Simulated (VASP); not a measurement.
CdSe:

```
Cd Se
1.0
     0.00000    3.07027    3.07027
     3.07027    0.00000    3.07027
     3.07027    3.07027    0.00000
Cd Se
1 1
Direct
  0.00000 0.00000 0.00000
  0.75000 0.75000 0.75000
```

| Quantity | Value |
| --- | --- |
| Program | VASP 6.6.1 |
| Task | relaxation of cell and atoms |
| Functional | PBE |
| Potentials or basis | VASP PAW PBE potentials, release 64 (Cd, Se) |
| Cutoff | 600 eV |
| k mesh | 6 × 6 × 6 |
| Occupations | gaussian, width 0.01 eV |
| Spin | no spin polarisation |

At the start: pressure 1.5 GPa; volume 28.94 Å³/atom.

Q: How do energy, volume and symmetry change on relaxing?

A: Over 3 steps the energy falls by 4.3 meV/atom and the volume is 29.88 Å³/atom (+3.2 %); space group F-43m (No. 216, to 0.05 Å).

Step by step:
```csv
step,energy change (eV),largest force (eV/Å),pressure (GPa),volume (Å³)
1,0.0000,0.0000,1.54,57.88
2,-0.0081,0.0000,-0.36,60.24
3,-0.0087,0.0000,0.01,59.75
```

Final structure:
```
Cd Se
1.0
     0.00000    3.10291    3.10291
     3.10291    0.00000    3.10291
     3.10291    3.10291    0.00000
Cd Se
1 1
Direct
  0.00000 0.00000 0.00000
  0.75000 0.75000 0.75000
```
